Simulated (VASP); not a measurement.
As: single point with PBEsol

As:

```xyz
2
Lattice="1.9560 1.1293 3.5141 -1.9560 1.1293 3.5141 0.0000 -2.2586 3.5141" Properties=species:S:1:pos:R:3 pbc="T T T"
As    0.0000    0.0000    2.3825
As    0.0000    0.0000    8.1597
```

```yaml
Program: VASP 6.6.1
Task: single point
Functional: PBEsol
Potentials_or_basis: VASP PAW PBE potentials, release 64 (As)
Cutoff: 520 eV
k_mesh: 7 × 7 × 7
Occupations: fermi-dirac, width 0.05 eV
Spin: no spin polarisation
Dipole_correction: no
Further_INCAR_settings: ALGO = Normal; EDIFF = 1e-06; NBANDS = 12
```

- Pressure: -5.4 GPa
- Largest force: 0.013 eV/Å
- Band gap on the k mesh: 0.20 eV, indirect (least direct gap 0.65 eV)

Forces in eV/Å, atoms in the order of the input:
```
As   0.000  0.000  0.013
As   0.000  0.000 -0.013
```

Stress tensor (GPa, compression positive):
```
-6.19  0.00  0.00
 0.00 -6.19  0.00
 0.00  0.00 -3.69
```

Levels at points of the mesh, in eV from the valence-band top:
```csv
k point,band 3,band 4,band 5,band 6,band 7,band 8
"(0.00, 0.00, 0.00)",-1.77,-1.77,-1.72,1.80,3.02,3.02
```

It took 11 s on 1 thread of Intel(R) Xeon(R) Platinum 8488C (Sapphire Rapids), on a shared host, peak memory 0.17 GiB.

Caveat: the PAW data sets were made with another functional, which shifts forces and pressure a little. A k mesh can miss the band edges.
